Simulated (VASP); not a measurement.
# SrLi2GaS4 (I-42m) in VASP: further runs

The runs below take SrLi2GaS4 through single point, relaxation of cell and atoms, with PBE.

Program: VASP 6.6.1. These are calculated values, not measurements. Logs are shortened: lines on timing, memory, paths and dates and some standing lists are left out, and cuts for length are marked.

## 1. The cell of the first run

Symmetry: I-42m, No. 121, tetragonal system. The conventional cell has a = 6.622 Å, b = 6.622 Å, c = 7.761 Å, α = 90.00°, β = 90.00°, γ = 90.00°. Ga (site symmetry -42m) has 4 S at 2.29 Å within 3.0 Å. Sr (site symmetry -42m) has 8 S at 3.07 to 3.21 Å and 8 Li at 3.84 Å and 2 Ga at 3.88 Å within 4.0 Å. Within 3.3 Å of Li (site symmetry -4) lie 4 S at 2.47 Å. S (site symmetry m) has 1 Ga at 2.29 Å and 2 Li at 2.47 Å and 2 Sr at 3.07 to 3.21 Å within 3.3 Å.

## 2. Single point, PBE

Input file INCAR:

```
PREC     = Accurate       # precision mode
ENCUT    = 520            # plane-wave cutoff, eV
EDIFF    = 1E-7           # SCF threshold, eV
ISMEAR   = -1             # smearing method
SIGMA    = 0.1            # smearing width, eV
LREAL    = False          # projectors in reciprocal space
LASPH    = True           # aspherical terms in the spheres
NELM     = 60             # most SCF steps
ALGO     = Normal         # electronic algorithm
ISIF     = 2              # what is computed and relaxed
LWAVE    = False          # write WAVECAR
LCHARG   = False          # write CHGCAR
GGA      = PE             # functional
NBANDS   = 36             # bands
```

Input file KPOINTS:

```
regular mesh
0
Gamma
  6 6 6
```

Input file POSCAR:

```
SrLi2GaS4
1.0
   -3.3111882994      3.3111882994      3.8803760293
    3.3111882994     -3.3111882994      3.8803760293
    3.3111882994      3.3111882994     -3.8803760293
Ga Sr Li S
1 1 2 4
Direct
    0.0000000000      0.0000000000      0.0000000000
    0.5000000000      0.5000000000      0.0000000000
    0.2500000000      0.7500000000      0.5000000000
    0.7500000000      0.2500000000      0.5000000000
    0.0364687842      0.0364687842      0.4042015371
    0.9635312158      0.3677327529      0.0000000000
    0.6322672471      0.6322672471      0.5957984629
    0.3677327529      0.9635312158      0.0000000000
```

Potentials or basis: VASP PAW PBE potentials, release 64 (Ga_d, Sr_sv, Li_sv, S).

On the command line:

```bash
cat potpaw_PBE.64/Ga_d/POTCAR potpaw_PBE.64/Sr_sv/POTCAR potpaw_PBE.64/Li_sv/POTCAR potpaw_PBE.64/S/POTCAR > POTCAR
mpirun -np 1 vasp_std > vasp.out
```

OUTCAR:

```text
PREC = Accurate
   ENCUT = 520
   EDIFF = 1E-7
   ISMEAR = -1
   LREAL = False
   LASPH = True
   NELM = 60
   ISIF = 2
   GGA = PE

 ion  position               nearest neighbor table
   1  0.000  0.000  0.000-   6 2.29   8 2.29   7 2.29   5 2.29   2 3.88   2 3.88
   2  0.500  0.500  0.000-   7 3.07   5 3.07   8 3.07   6 3.07   5 3.21   8 3.21   6 3.21   7 3.21
                             4 3.84   4 3.84   3 3.84   3 3.84   4 3.84   3 3.84   3 3.84   4 3.84
   3  0.250  0.750  0.500-   5 2.47   8 2.47   6 2.47   7 2.47   2 3.84   2 3.84   2 3.84   2 3.84

   4  0.750  0.250  0.500-   5 2.47   6 2.47   8 2.47   7 2.47   2 3.84   2 3.84   2 3.84   2 3.84

   5  0.036  0.036  0.404-   1 2.29   3 2.47   4 2.47   2 3.07   2 3.21
   6  0.964  0.368  0.000-   1 2.29   3 2.47   4 2.47   2 3.07   2 3.21
   7  0.632  0.632  0.596-   1 2.29   3 2.47   4 2.47   2 3.07   2 3.21
   8  0.368  0.964  0.000-   1 2.29   4 2.47   3 2.47   2 3.07   2 3.21

  LATTYP: Found a body centered tetragonal cell.
 ALAT       =     6.6223765988
 C/A-ratio  =     1.1718983273

  Lattice vectors:

 A1 = (  -3.3111882994,   3.3111882994,   3.8803760293)
 A2 = (   3.3111882994,  -3.3111882994,   3.8803760293)
 A3 = (   3.3111882994,   3.3111882994,  -3.8803760293)

Analysis of symmetry for initial positions (statically):
=====================================================================
 Subroutine PRICEL returns:
 Original cell was already a primitive cell.

 Routine SETGRP: Setting up the symmetry group for a
 body centered tetragonal supercell.

 Subroutine GETGRP returns: Found  8 space group operations
 (whereof  8 operations were pure point group operations)
 out of a pool of 16 trial point group operations.

The static configuration has the point symmetry D_2d.

Analysis of symmetry for dynamics (positions and initial velocities):
=====================================================================
 Subroutine PRICEL returns:
 Original cell was already a primitive cell.

 Routine SETGRP: Setting up the symmetry group for a
 body centered tetragonal supercell.

 Subroutine GETGRP returns: Found  8 space group operations
 (whereof  8 operations were pure point group operations)
 out of a pool of 16 trial point group operations.

The dynamic configuration has the point symmetry D_2d.

 Subroutine INISYM returns: Found  8 space group operations
 (whereof  8 operations are pure point group operations),
 and found     1 'primitive' translations

[... 111 lines left out ...]
   NFREE  =      0    steps in history (QN), initial steepest desc. (CG)
   ISIF   =      2    stress and relaxation
   ISYM   =      2    0-nonsym 1-usesym 2-fastsym
   POTIM  = 0.5000    time-step for ionic-motion
   TEBEG  =    0.0;   TEEND  =   0.0 temperature during run
   PSTRESS=    0.0 pullay stress
   NELECT =      53.0000    total number of electrons
   NUPDOWN=      -1.0000    fix difference up-down
   EMIN   =  10.00;   EMAX   =-10.00  energy-range for DOS
   EFERMI =   0.00;   METHOD = LEGACY
   ISMEAR =    -1;   SIGMA  =   0.10  broadening in eV -4-tet -1-fermi 0-gaus
   EFERMI_NEDOS =   21; number of points for ismear=-14 and -15
   IALGO  =     38    algorithm
   IMIX   =      4    mixing-type and parameters
     AMIX     =   0.40;   BMIX     =  1.00
     AMIX_MAG =   1.60;   BMIX_MAG =  1.00
  volume/ion in A,a.u.               =      21.27       143.55
  Fermi-wavevector in a.u.,A,eV,Ry     =   1.109685  2.097000 16.754216  1.231400
  Thomas-Fermi vector in A             =   2.246227
   LORBIT       =      0    0 simple, 1 ext, 2 COOP (PROOUT), +10 PAW based schemes
   GGA     = PE    functional components
   LHFCALC =     F    Hartree Fock is set to
   AEXX    =    0.0000 exact exchange contribution
   IVDW    =     0    specifies the selected vdW correction
   LEPSILON=     F    determine dielectric tensor
   LRPA    =     F    only Hartree local field effects (RPA)
 non-spin polarized calculation
  energy-cutoff  :      520.00
  volume of cell :      170.18
 maximum number of plane-waves:      4618
 NGX is ok and might be reduce to    48
   NGX = 23   NGY = 23   NGZ = 23

 number of electron      52.9999995 magnetization

 Free energy of the ion-electron system (eV)
  ---------------------------------------------------
  ext. energy  EPLUGINS =         0.00000000
  ---------------------------------------------------
  free energy    TOTEN  =       -34.24139150 eV

  energy without entropy =      -34.04425554  energy(sigma->0) =      -34.14282352

 E-fermi :   1.9405     XC(G=0):  -8.8956

 val. band max:        1.9248122152   @ k =   0.3333  -0.0000   0.0000
 cond. band min:       1.9427242082   @ k =  -0.1667   0.1667   0.1667
 fundamental gap:      0.0179119931
 Fermi energy:         1.9404886513

 k-point     1 :       0.0000    0.0000    0.0000
  band No.  band energies     occupation
      1     -42.4272      2.00000
      2     -42.4269      2.00000
      3     -31.7738      2.00000
      4     -13.8144      2.00000
      5     -13.8144      2.00000
      6     -13.8064      2.00000
[... 925 lines left out ...]
     35       8.9113      0.00000
     36       8.9521      0.00000

 [... further k-points ...]

------------------------ aborting loop because EDIFF is reached ----------------------------------------

  FORCE on cell =-STRESS in cart. coord.  units (eV):
  Direction    XX          YY          ZZ          XY          YZ          ZX
  --------------------------------------------------------------------------------------
  -------------------------------------------------------------------------------------
  Total        0.0024319      0.0024319     -0.0199769      0.0000000      0.0000000      0.0000000
  in kB        0.0228958      0.0228958     -0.1880778      0.0000000      0.0000000      0.0000000
  external PRESSURE =      -0.0474287 kB  Pullay stress =       0.0000000 kB

 VOLUME and BASIS-vectors are now :
 -----------------------------------------------------------------------------
  energy-cutoff  :      520.00
  volume of cell :      170.18
      direct lattice vectors                 reciprocal lattice vectors
    -3.311188299  3.311188299  3.880376029     0.000000000  0.151003191  0.128853492
     3.311188299 -3.311188299  3.880376029     0.151003191  0.000000000  0.128853492
     3.311188299  3.311188299 -3.880376029     0.151003191  0.151003191  0.000000000

 POSITION                                       TOTAL-FORCE (eV/Angst)
 -----------------------------------------------------------------------------------
      0.00000      0.00000      0.00000        -0.000000      0.000000      0.000000
      0.00000      0.00000      3.88038        -0.000000     -0.000000     -0.000000
      3.31119     -0.00000      1.94019        -0.000000     -0.000000      0.000000
     -0.00000      3.31119      1.94019        -0.000000      0.000000      0.000000
      1.33839      1.33839     -1.28543        -0.008771     -0.008771      0.002414
     -1.97280      1.97280      5.16580        -0.008771      0.008771     -0.002414
      1.97280      1.97280      2.59495         0.008771      0.008771      0.002414
      1.97280     -1.97280      5.16580         0.008771     -0.008771     -0.002414
 -----------------------------------------------------------------------------------
    total drift:                               -0.000003     -0.000003     -0.000003

  FREE ENERGIE OF THE ION-ELECTRON SYSTEM (eV)
  ---------------------------------------------------
  free  energy   TOTEN  =       -34.2413914996 eV

  energy  without entropy=      -34.0442555393  energy(sigma->0) =      -34.14282352
```

OSZICAR:

```text
N       E                     dE             d eps       ncg     rms          rms(c)
DAV:   1     0.443882382829E+03    0.44388E+03   -0.23217E+04  2260   0.157E+03
DAV:   2     0.286416713126E+02   -0.41524E+03   -0.39595E+03  2484   0.401E+02
DAV:   3    -0.293320360075E+02   -0.57974E+02   -0.57050E+02  2872   0.127E+02
DAV:   4    -0.347005282114E+02   -0.53685E+01   -0.53290E+01  3728   0.347E+01
DAV:   5    -0.351980860298E+02   -0.49756E+00   -0.49706E+00  3536   0.761E+00    0.156E+01
DAV:   6    -0.342434494025E+02    0.95464E+00   -0.21018E+00  3432   0.264E+01    0.106E+01
DAV:   7    -0.342328338575E+02    0.10616E-01   -0.11705E+00  3112   0.512E+00    0.334E+00
DAV:   8    -0.342378113587E+02   -0.49775E-02   -0.19562E-01  3104   0.379E+00    0.512E-01
DAV:   9    -0.342398247476E+02   -0.20134E-02   -0.15199E-02  3288   0.149E+00    0.238E-01
DAV:  10    -0.342406141915E+02   -0.78944E-03   -0.23559E-03  2732   0.223E-01    0.117E-01
DAV:  11    -0.342413666659E+02   -0.75247E-03   -0.89003E-04  3008   0.169E-01    0.336E-02
DAV:  12    -0.342413769782E+02   -0.10312E-04   -0.60198E-05  3352   0.600E-02    0.198E-02
DAV:  13    -0.342413922761E+02   -0.15298E-04   -0.29406E-05  2864   0.246E-02    0.104E-02
DAV:  14    -0.342413914804E+02    0.79572E-06   -0.22235E-06  3256   0.597E-03    0.249E-03
DAV:  15    -0.342413914996E+02   -0.19281E-07   -0.26994E-07  2224   0.304E-03
   1 F= -.34241391E+02 E0= -.34142824E+02  d E =-.197136E+00
```

stdout:

```text
POSCAR found type information on POSCAR GaSrLiS
 POSCAR found :  4 types and       8 ions
 scaLAPACK will be used
 LDA part: xc-table for (Slater+PW92), standard interpolation
 POSCAR, INCAR and KPOINTS ok, starting setup
 FFT: planning ... GRIDC
 FFT: planning ... GRID_SOFT
 FFT: planning ... GRID
 WAVECAR not read
 entering main loop
```

Run time: 2 min. Hardware: 1 thread of Intel Xeon 6975P-C (Granite Rapids), shared host; peak memory 0.42 GiB.

Results:

```
Free energy            : -34.2414 eV
Largest force          : 0.013 eV/Å
Band gap on the k mesh : zero (an odd number of electrons rules out a gap without spin polarisation)
```

Forces on the atoms (eV/Å):
```
Ga   0.000  0.000  0.000
Sr   0.000  0.000  0.000
Li   0.000  0.000  0.000
Li   0.000  0.000  0.000
S   -0.009 -0.009  0.002
S   -0.009  0.009 -0.002
S    0.009  0.009  0.002
S    0.009 -0.009 -0.002
```

Caveat: the cutoff is under 1.25 times the usual one of these potentials, so pressure, stress and relaxed cells hold a basis-set (Pulay) error.

## 3. Relaxation of cell and atoms, PBE

This run uses another cell than the first one, of 20.49 Å³/atom.

Input file INCAR:

```
SYSTEM = SrLi2GaS4
ALGO = Normal
EDIFF = 1E-6
EDIFFG = -0.03
ENCUT = 600
GGA = PE
IBRION = 2
ISIF = 3
ISMEAR = -1
LASPH = .TRUE.
LCHARG = .FALSE.
LREAL = .FALSE.
LWAVE = .FALSE.
NELM = 80
NSW = 60
PREC = Accurate
SIGMA = 0.1
```

Input file KPOINTS:

```
k-points
0
G
  6 6 6
  0 0 0
```

Input file POSCAR:

```
SrLi2GaS4
1.0
   -3.2541330000      3.2541330000      3.8693840000
    3.2541330000     -3.2541330000      3.8693840000
    3.2541330000      3.2541330000     -3.8693840000
Ga Sr Li S
1 1 2 4
Direct
    0.0000000000      0.0000000000      0.0000000000
    0.5000000000      0.5000000000      0.0000000000
    0.2500000000      0.7500000000      0.5000000000
    0.7500000000      0.2500000000      0.5000000000
    0.0352600000      0.0352600000      0.4132000000
    0.9647400000      0.3779400000      0.0000000000
    0.6220600000      0.6220600000      0.5868000000
    0.3779400000      0.9647400000      0.0000000000
```

Potentials or basis: VASP PAW PBE potentials, release 64 (Ga_d, Sr_sv, Li_sv, S).

On the command line:

```bash
cat potpaw_PBE.64/Ga_d/POTCAR potpaw_PBE.64/Sr_sv/POTCAR potpaw_PBE.64/Li_sv/POTCAR potpaw_PBE.64/S/POTCAR > POTCAR
mpirun -np 1 vasp_std > vasp.out
```

Run time: 6.2 min. Hardware: 1 thread of Intel Xeon 6975P-C (Granite Rapids), shared host; peak memory 0.47 GiB.

Results (log left out):

```yaml
Free_energy: -34.2393 eV
Relaxed_volume: 21.28 Å³/atom
Relaxed_cell: a = 6.081 Å, b = 6.081 Å, c = 6.081 Å, α = 113.95°, β = 113.95°, γ = 100.84°
Space_group_after_relaxing_to_0.1_Å: I-42m (No. 121)
Energy_gained_by_relaxing: 10.4 meV/atom
Ionic_steps: 6
Pressure_after_relaxing: 0.0 GPa
Largest_force_after_relaxing: 0.020 eV/Å
Band_gap_on_the_k_mesh: zero (an odd number of electrons rules out a gap without spin polarisation)
```

Forces on the atoms (eV/Å):
```
Ga   0.000  0.000  0.000
Sr   0.000  0.000  0.000
Li   0.000  0.000  0.000
Li   0.000  0.000  0.000
S    0.008  0.008  0.016
S    0.008 -0.008 -0.016
S   -0.008 -0.008  0.016
S   -0.008  0.008 -0.016
```

The path:
| step | energy change (eV) | largest force (eV/Å) | pressure (GPa) | volume (Å³) |
| --- | --- | --- | --- | --- |
| 1 | 0.0000 | 0.4673 | 1.10 | 163.90 |
| 2 | -0.0544 | 0.3190 | 0.30 | 167.24 |
| 3 | -0.0784 | 0.1476 | -0.48 | 171.20 |
| 4 | -0.0786 | 0.1344 | -0.53 | 171.50 |
| 5 | -0.0827 | 0.0464 | 0.16 | 169.87 |
| 6 | -0.0831 | 0.0196 | 0.01 | 170.23 |

Final structure:
```
Ga Sr Li S
1.0
    -3.31414    3.31414    3.87473
     3.31414   -3.31414    3.87473
     3.31414    3.31414   -3.87473
Ga Sr Li S
1 1 2 4
Direct
  0.00000 0.00000 0.00000
  0.50000 0.50000 0.00000
  0.25000 0.75000 0.50000
  0.75000 0.25000 0.50000
  0.03440 0.03440 0.40261
  0.96560 0.36821 0.00000
  0.63179 0.63179 0.59739
  0.36821 0.96560 0.00000
```

Levels at points of the mesh, in eV from the Fermi level:
```csv
k point,band 25,band 26,band 27,band 28,band 29,band 30
"(0.00, 0.00, 0.00)",0.03,0.03,0.07,3.88,4.20,5.37
"(0.50, 0.00, 0.00)",-0.53,-0.27,-0.06,4.20,4.41,5.52
"(0.50, 0.50, 0.00)",-0.64,-0.61,-0.10,4.42,5.05,5.16
"(0.50, 0.50, 0.50)",-0.09,-0.09,0.33,3.56,5.22,5.22
```

Caveat: the cutoff is under 1.25 times the usual one of these potentials, so pressure, stress and relaxed cells hold a basis-set (Pulay) error.
